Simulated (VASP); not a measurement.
Wanted: the native input for a VASP 6.6.1 run.

| Property | Result |
| --- | --- |
| Task | single point |
| Functional | r2SCAN |
| Potentials or basis | VASP PAW PBE potentials, release 64 (B_h, N_h) |
| Cutoff | 910 eV |
| k mesh | 10 × 10 × 10 |
| Occupations | gaussian, width 0.01 eV |
| Spin | no spin polarisation |
| Dipole correction | no |
| Second run | hard_potentials |
| Further INCAR settings | ALGO = Normal; EDIFF = 1e-06; NBANDS = 11 |

BN (Qingsongite):

```
B N
1.0
     0.00000    1.78659    1.78659
     1.78659    0.00000    1.78659
     1.78659    1.78659    0.00000
B N
1 1
Direct
  0.00000 0.00000 0.00000
  0.25000 0.25000 0.25000
```

This cell differs from its parent crystal: volume changed by -3%.

One way to write it, as run:

POSCAR

```
BN
1.0
    0.0000000000      1.7865927600      1.7865927600
    1.7865927600      0.0000000000      1.7865927600
    1.7865927600      1.7865927600      0.0000000000
B N
1 1
Direct
    0.0000000000      0.0000000000      0.0000000000
    0.2500000000      0.2500000000      0.2500000000
```

INCAR.step1

```
SYSTEM = BN
PREC = Accurate
ENCUT = 910
ISMEAR = 0
SIGMA = 0.01
LREAL = .FALSE.
LASPH = .TRUE.
NELM = 120
NBANDS = 11
GGA = PE
ALGO = Normal
EDIFF = 1E-5
LWAVE = .TRUE.
LCHARG = .FALSE.
GGA_COMPAT = .FALSE.
```

INCAR.step2

```
SYSTEM = BN
PREC = Accurate
ENCUT = 910
EDIFF = 1E-6
ISMEAR = 0
SIGMA = 0.01
LREAL = .FALSE.
LASPH = .TRUE.
NELM = 120
ALGO = Normal
ISIF = 2
LWAVE = .FALSE.
LCHARG = .FALSE.
METAGGA = R2SCAN
LMIXTAU = .TRUE.
NBANDS = 11
ISTART = 1
GGA_COMPAT = .FALSE.
```

KPOINTS

```
Automatic mesh
0
G
  10 10 10
  0 0 0
```

Potentials or basis: VASP PAW PBE potentials, release 64 (B_h, N_h).

Command:

```bash
$ cat potpaw_PBE.64/B_h/POTCAR potpaw_PBE.64/N_h/POTCAR > POTCAR
$ cp INCAR.step1 INCAR
$ mpirun -np 1 vasp_std > vasp.out
$ cp INCAR.step2 INCAR
$ mpirun -np 1 vasp_std > vasp.out
```

Results of the run:

```yaml
Pressure: 12.0 GPa
Band_gap_on_the_k_mesh: 5.04 eV, indirect (least direct gap 9.72 eV)
```

Caveat: the cutoff is under 1.25 times the usual one of these potentials, so pressure, stress and relaxed cells hold a basis-set (Pulay) error; the PAW data sets were made with another functional, which shifts forces and pressure a little.

It took 44 s on 1 thread of Intel(R) Xeon(R) Platinum 8375C CPU @ 2.90GHz (Ice Lake), on a shared host, peak memory 0.16 GiB.
